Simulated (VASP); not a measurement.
# NbAs (CsCl type) (Pm-3m) in VASP: further runs

The runs below take NbAs (CsCl type) through single point, relaxation of cell and atoms, with PBEsol.

Everything below comes from runs of VASP 6.6.1. Logs are shortened: lines on timing, memory, paths and dates and some standing lists are left out, and cuts for length are marked.

**1. The cell of the first run**

The structure is cubic, space group Pm-3m (No. 221). Conventional cell: a = 3.181 Å, b = 3.181 Å, c = 3.181 Å, α = 90.00°, β = 90.00°, γ = 90.00°. Within 3.6 Å of Nb (site symmetry m-3m) lie 8 As at 2.75 Å and 6 Nb at 3.18 Å. As (site symmetry m-3m) has 8 Nb at 2.75 Å and 6 As at 3.18 Å within 3.6 Å.

**2. Single point, PBEsol**

File INCAR:

```
ALGO = Normal ; EDIFF = 1E-6
ENCUT = 500 ; GGA = PS
GGA_COMPAT = False ; ISIF = 2
ISMEAR = -1 ; LASPH = True
LCHARG = False ; LREAL = False
LWAVE = False ; NBANDS = 16
NELM = 120 ; PREC = Accurate
SIGMA = 0.1
```

File KPOINTS:

```
k-points
0
Gamma
  13 13 13
```

File POSCAR:

```
NbAs
1.0
    3.1807708994      0.0000000000      0.0000000000
    0.0000000000      3.1807708994      0.0000000000
    0.0000000000      0.0000000000      3.1807708994
Nb As
1 1
Direct
    0.0000000000      0.0000000000      0.0000000000
    0.5000000000      0.5000000000      0.5000000000
```

Potentials or basis: VASP PAW PBE potentials, release 64 (Nb_sv, As).

On the command line:

```console
$ cat potpaw_PBE.64/Nb_sv/POTCAR potpaw_PBE.64/As/POTCAR > POTCAR
$ mpirun -np 1 vasp_std > vasp.out
```

OUTCAR:

```text
EDIFF = 1E-6
   ENCUT = 500
   GGA = PS
   ISIF = 2
   ISMEAR = -1
   LASPH = True
   LREAL = False
   NELM = 120
   PREC = Accurate

 ion  position               nearest neighbor table
   1  0.000  0.000  0.000-   2 2.75   2 2.75   2 2.75   2 2.75   2 2.75   2 2.75   2 2.75   2 2.75

   2  0.500  0.500  0.500-   1 2.75   1 2.75   1 2.75   1 2.75   1 2.75   1 2.75   1 2.75   1 2.75

  LATTYP: Found a simple cubic cell.
 ALAT       =     3.1807708994

  Lattice vectors:

 A1 = (   3.1807708994,   0.0000000000,   0.0000000000)
 A2 = (   0.0000000000,   3.1807708994,   0.0000000000)
 A3 = (   0.0000000000,   0.0000000000,   3.1807708994)

Analysis of symmetry for initial positions (statically):
=====================================================================
 Subroutine PRICEL returns:
 Original cell was already a primitive cell.

 Routine SETGRP: Setting up the symmetry group for a
 simple cubic supercell.

 Subroutine GETGRP returns: Found 48 space group operations
[... 9 lines left out ...]

 Routine SETGRP: Setting up the symmetry group for a
 simple cubic supercell.

 Subroutine GETGRP returns: Found 48 space group operations
[... 11 lines left out ...]
                                     Primitive cell

  volume of cell :      32.1808

  direct lattice vectors                    reciprocal lattice vectors
     3.180770899  0.000000000  0.000000000     0.314389194  0.000000000  0.000000000
     0.000000000  3.180770899  0.000000000     0.000000000  0.314389194  0.000000000
     0.000000000  0.000000000  3.180770899     0.000000000  0.000000000  0.314389194

  length of vectors
     3.180770899  3.180770899  3.180770899     0.314389194  0.314389194  0.314389194

  position of ions in fractional coordinates (direct lattice)
     0.000000000  0.000000000  0.000000000
     0.500000000  0.500000000  0.500000000

  ion indices of the primitive-cell ions
   primitive index   ion index
                 1           1
                 2           2

----------------------------------------------------------------------------------------

 KPOINTS: k-points

Automatic generation of k-mesh.
 Grid dimensions read from file:
 generate k-points for:   13   13   13

 Generating k-lattice:

  Cartesian coordinates                     Fractional coordinates (reciprocal lattice)
[... 49 lines left out ...]
   NGXF,Y,Z  is equivalent  to a cutoff of  25.09, 25.09, 25.09 a.u.
 SYSTEM =  unknown system
   PREC   = accura    normal or accurate (medium, high low for compatibility)
   ISTART =      0    job   : 0-new  1-cont  2-samecut
   ICHARG =      2    charge: 1-file 2-atom 10-const
   ISPIN  =      1    spin polarized calculation?
   LNONCOLLINEAR =      F non collinear calculations
   LSORBIT =      F    spin-orbit coupling
   LASPH  =      T    aspherical Exc in radial PAW
   ENCUT  =  500.0 eV  36.75 Ry    6.06 a.u.   5.80  5.80  5.80*2*pi/ulx,y,z
   NELM   =    120;   NELMIN=  2; NELMDL= -5     # of ELM steps
   EDIFF  = 0.1E-05   stopping-criterion for ELM
   LREAL  =      F    real-space projection
   EDIFFG = 0.1E-04   stopping-criterion for IOM
   NSW    =      0    number of steps for IOM
   IBRION =     -1    ionic relax: 0-MD 1-quasi-New 2-CG
   NFREE  =      0    steps in history (QN), initial steepest desc. (CG)
   ISIF   =      2    stress and relaxation
   ISYM   =      2    0-nonsym 1-usesym 2-fastsym
   POTIM  = 0.5000    time-step for ionic-motion
   TEBEG  =    0.0;   TEEND  =   0.0 temperature during run
   PSTRESS=    0.0 pullay stress
   NELECT =      18.0000    total number of electrons
   NUPDOWN=      -1.0000    fix difference up-down
   EMIN   =  10.00;   EMAX   =-10.00  energy-range for DOS
   EFERMI =   0.00;   METHOD = LEGACY
   ISMEAR =    -1;   SIGMA  =   0.10  broadening in eV -4-tet -1-fermi 0-gaus
   EFERMI_NEDOS =   21; number of points for ismear=-14 and -15
   IALGO  =     38    algorithm
   IMIX   =      4    mixing-type and parameters
     AMIX     =   0.40;   BMIX     =  1.00
     AMIX_MAG =   1.60;   BMIX_MAG =  1.00
  volume/ion in A,a.u.               =      16.09       108.58
  Fermi-wavevector in a.u.,A,eV,Ry     =   1.348859  2.548974 24.754726  1.819421
  Thomas-Fermi vector in A             =   2.476494
   LORBIT       =      0    0 simple, 1 ext, 2 COOP (PROOUT), +10 PAW based schemes
   GGA     = PS    functional components
   LHFCALC =     F    Hartree Fock is set to
   AEXX    =    0.0000 exact exchange contribution
   IVDW    =     0    specifies the selected vdW correction
   LEPSILON=     F    determine dielectric tensor
   LRPA    =     F    only Hartree local field effects (RPA)
 non-spin polarized calculation
  energy-cutoff  :      500.00
  volume of cell :       32.18
 maximum number of plane-waves:       840
 NGX is ok and might be reduce to    24
   NGX = 11   NGY = 11   NGZ = 11

 number of electron      18.0000002 magnetization

 Free energy of the ion-electron system (eV)
  ---------------------------------------------------
  ext. energy  EPLUGINS =         0.00000000
  ---------------------------------------------------
  free energy    TOTEN  =       -17.08795337 eV

  energy without entropy =      -17.04344315  energy(sigma->0) =      -17.06569826

 E-fermi :  10.9701     XC(G=0): -12.4303

 val. band max:       10.9561984453   @ k =   0.2308   0.1538   0.1538
 cond. band min:      10.9840088134   @ k =   0.4615   0.3077   0.3077
 fundamental gap:      0.0278103682
 Fermi energy:        10.9701457562

 k-point     1 :       0.0000    0.0000    0.0000
  band No.  band energies     occupation
      1     -44.1769      2.00000
      2     -20.1266      2.00000
      3     -20.1266      2.00000
      4     -20.1266      2.00000
      5      -3.0140      2.00000
      6       7.9434      2.00000
[... 433 lines left out ...]
      3     -20.3557      2.00000
      4     -20.0658      2.00000
      5      -0.7008      2.00000
      6       5.3245      2.00000
[... 8 lines left out ...]
     15      20.3391      0.00000
     16      23.8134      0.00000

 [... further k-points ...]
[... 5 lines left out ...]
  --------------------------------------------------------------------------------------
  -------------------------------------------------------------------------------------
  Total        0.0355763      0.0355763      0.0355763     -0.0000000     -0.0000000      0.0000000
  in kB        1.7712247      1.7712247      1.7712247     -0.0000000     -0.0000000      0.0000000
  external PRESSURE =       1.7712247 kB  Pullay stress =       0.0000000 kB

 VOLUME and BASIS-vectors are now :
 -----------------------------------------------------------------------------
  energy-cutoff  :      500.00
  volume of cell :       32.18
      direct lattice vectors                 reciprocal lattice vectors
     3.180770899  0.000000000  0.000000000     0.314389194  0.000000000  0.000000000
     0.000000000  3.180770899  0.000000000     0.000000000  0.314389194  0.000000000
     0.000000000  0.000000000  3.180770899     0.000000000  0.000000000  0.314389194

 POSITION                                       TOTAL-FORCE (eV/Angst)
 -----------------------------------------------------------------------------------
      0.00000      0.00000      0.00000         0.000000      0.000000      0.000000
      1.59039      1.59039      1.59039         0.000000      0.000000      0.000000
 -----------------------------------------------------------------------------------
    total drift:                                0.000000      0.000000      0.000000

  FREE ENERGIE OF THE ION-ELECTRON SYSTEM (eV)
  ---------------------------------------------------
  free  energy   TOTEN  =       -17.0879533712 eV

  energy  without entropy=      -17.0434431496  energy(sigma->0) =      -17.06569826
```

OSZICAR:

```text
N       E                     dE             d eps       ncg     rms          rms(c)
DAV:   1     0.133248862555E+03    0.13325E+03   -0.92728E+03  2688   0.108E+03
DAV:   2    -0.123731212328E+02   -0.14562E+03   -0.14021E+03  3448   0.349E+02
DAV:   3    -0.178571280633E+02   -0.54840E+01   -0.54010E+01  4088   0.580E+01
DAV:   4    -0.180441771420E+02   -0.18705E+00   -0.18671E+00  3480   0.999E+00
DAV:   5    -0.180489059639E+02   -0.47288E-02   -0.47283E-02  4032   0.158E+00    0.792E+00
DAV:   6    -0.171190930532E+02    0.92981E+00   -0.24818E+00  4048   0.143E+01    0.246E+00
DAV:   7    -0.170981579388E+02    0.20935E-01   -0.10753E-01  3192   0.255E+00    0.144E+00
DAV:   8    -0.170878644313E+02    0.10294E-01   -0.30922E-02  3872   0.126E+00    0.232E-01
DAV:   9    -0.170879587348E+02   -0.94303E-04   -0.29043E-03  3552   0.391E-01    0.120E-01
DAV:  10    -0.170879634991E+02   -0.47644E-05   -0.37178E-04  3752   0.199E-01    0.188E-02
DAV:  11    -0.170879534039E+02    0.10095E-04   -0.26650E-05  3608   0.591E-02    0.192E-02
DAV:  12    -0.170879533712E+02    0.32690E-07   -0.16136E-06  2424   0.145E-02
   1 F= -.17087953E+02 E0= -.17065698E+02  d E =-.445102E-01
```

stdout:

```text
POSCAR found type information on POSCAR NbAs
 POSCAR found :  2 types and       2 ions
 scaLAPACK will be used
 -----------------------------------------------------------------------------
|                                                                             |
|                                                                             |
|     You enforced a specific xc type in the INCAR file but a different       |
|     I HOPE YOU KNOW WHAT YOU ARE DOING!                                     |
|                                                                             |
 -----------------------------------------------------------------------------

 LDA part: xc-table for (Slater+PW92), standard interpolation
 POSCAR, INCAR and KPOINTS ok, starting setup
 FFT: planning ... GRIDC
 FFT: planning ... GRID_SOFT
 FFT: planning ... GRID
 WAVECAR not read
 entering main loop
```

Run time: 14 s. Hardware: 1 thread of Intel Xeon Platinum 8488C (Sapphire Rapids), shared host; peak memory 0.16 GiB.

Results:

* Free energy: -17.0880 eV
* Pressure: 0.2 GPa
* Band gap on the k mesh: zero (band 9 reaches 13.79 eV, above the bottom of band 10 at 10.47 eV)

Levels at points of the mesh, in eV from the Fermi level:
| k point | band 5 | band 6 | band 7 | band 8 | band 9 | band 10 | band 11 | band 12 | band 13 | band 14 |
| --- | --- | --- | --- | --- | --- | --- | --- | --- | --- | --- |
| (0.00, 0.00, 0.00) | -13.98 | -3.03 | -3.03 | 0.31 | 0.31 | 0.31 | 1.70 | 1.70 | 1.70 | 5.64 |

Caveat: the PAW data sets were made with another functional, which shifts forces and pressure a little.

**3. Relaxation of cell and atoms, PBEsol**

This run uses another cell than the first one, of 13.72 Å³/atom, 0.852 times its volume.

File INCAR:

```
SYSTEM = NbAs
PREC     = Accurate       ! precision mode
ENCUT    = 500            ! plane-wave cutoff, eV
EDIFF    = 1E-7           ! SCF threshold, eV
ISMEAR   = -1             ! smearing method
SIGMA    = 0.1            ! smearing width, eV
LREAL    = .FALSE.        ! projectors in reciprocal space
LASPH    = .TRUE.         ! aspherical terms in the spheres
NELM     = 120            ! most SCF steps
ALGO     = Normal         ! electronic algorithm
ISIF     = 3              ! what is computed and relaxed
LWAVE    = .FALSE.        ! write WAVECAR
LCHARG   = .FALSE.        ! write CHGCAR
GGA      = PS             ! functional
IBRION   = 2              ! ionic algorithm
NSW      = 60             ! ionic steps
EDIFFG   = -0.005         ! ionic threshold
GGA_COMPAT= .FALSE.      
NELMIN   = 4
```

File KPOINTS:

```
Automatic mesh
0
G
  13 13 13
  0 0 0
```

File POSCAR:

```
NbAs
1.0
    3.0159607730      0.0000000000      0.0000000000
    0.0000000000      3.0159607730      0.0000000000
    0.0000000000      0.0000000000      3.0159607730
Nb As
1 1
Direct
    0.0000000000      0.0000000000      0.0000000000
    0.5000000000      0.5000000000      0.5000000000
```

Potentials or basis: VASP PAW PBE potentials, release 64 (Nb_sv, As).

On the command line:

```console
$ cat potpaw_PBE.64/Nb_sv/POTCAR potpaw_PBE.64/As/POTCAR > POTCAR
$ mpirun -np 1 vasp_std > vasp.out
```

Run time: 68 s. Hardware: 1 thread of Intel Xeon Platinum 8488C (Sapphire Rapids), shared host; peak memory 0.16 GiB.

The run converged. Its results:

```yaml
Free_energy: -17.0833 eV
Relaxed_volume: 16.10 Å³/atom
Relaxed_cell: a = 3.181 Å, b = 3.181 Å, c = 3.181 Å, α = 90.00°, β = 90.00°, γ = 90.00°
Space_group_after_relaxing_to_0.05_Å: Pm-3m (No. 221)
Energy_gained_by_relaxing: 268.4 meV/atom
Ionic_steps: 5
Pressure_after_relaxing: 0.0 GPa
Band_gap_on_the_k_mesh: zero (band 9 reaches 13.79 eV, above the bottom of band 10 at 10.47 eV)
```

Step by step:
```
step  energy change (eV)  largest force (eV/Å)  pressure (GPa)  volume (Å³)
   1              0.0000                0.0000           41.69        27.43
   2              0.8930                0.0000          -28.44        44.18
   3             -0.5321                0.0000           -2.84        32.71
   4             -0.5366                0.0000           -0.57        32.29
   5             -0.5368                0.0000            0.01        32.19
```

Final structure:
```
CELL_PARAMETERS angstrom
3.18109 0.00000 0.00000
0.00000 3.18109 0.00000
0.00000 0.00000 3.18109
ATOMIC_POSITIONS crystal
Nb 0.00000 0.00000 0.00000
As 0.50000 0.50000 0.50000
```

Levels at points of the mesh, in eV from the Fermi level:
```tsv
k point	band 5	band 6	band 7	band 8	band 9	band 10	band 11	band 12	band 13
(0.00, 0.00, 0.00)	-13.98	-3.03	-3.03	0.30	0.30	0.30	1.70	1.70	1.70
```

Caveat: the volume moved by over 15 % at a fixed basis, so the end points are rough; the PAW data sets were made with another functional, which shifts forces and pressure a little.

**4. Single point, PBEsol (volume scaled by 0.4)**

File INCAR:

```
PREC     = Accurate       # precision mode
ENCUT    = 500            # plane-wave cutoff, eV
EDIFF    = 1E-6           # SCF threshold, eV
ISMEAR   = -1             # smearing method
SIGMA    = 0.1            # smearing width, eV
LREAL    = False          # projectors in reciprocal space
LASPH    = True           # aspherical terms in the spheres
NELM     = 120            # most SCF steps
ALGO     = Normal         # electronic algorithm
ISIF     = 2              # what is computed and relaxed
LWAVE    = False          # write WAVECAR
LCHARG   = True           # write CHGCAR
GGA      = PS             # functional
LELF     = True           # ELF
LVHAR    = True         
NBANDS   = 16             # bands
GGA_COMPAT= False
```

File KPOINTS:

```
Automatic mesh
0
Gamma
  13 13 13
```

File POSCAR:

```
NbAs
1.0
    2.3436120367      0.0000000000      0.0000000000
    0.0000000000      2.3436120367      0.0000000000
    0.0000000000      0.0000000000      2.3436120367
Nb As
1 1
Direct
    0.0000000000      0.0000000000      0.0000000000
    0.5000000000      0.5000000000      0.5000000000
```

On the command line:

```console
$ cat potpaw_PBE.64/Nb_sv/POTCAR potpaw_PBE.64/As/POTCAR > POTCAR
$ mpirun -np 1 vasp_std > vasp.out
```

It took 11 s on 1 thread of Intel Xeon 6975P-C (Granite Rapids), shared host; peak memory 0.13 GiB.

The run converged, but its numbers aren't listed here, since they failed a check.

Caveat: the cell differs from its parent crystal (volume scaled by 0.4); the PAW data sets were made with another functional, which shifts forces and pressure a little.
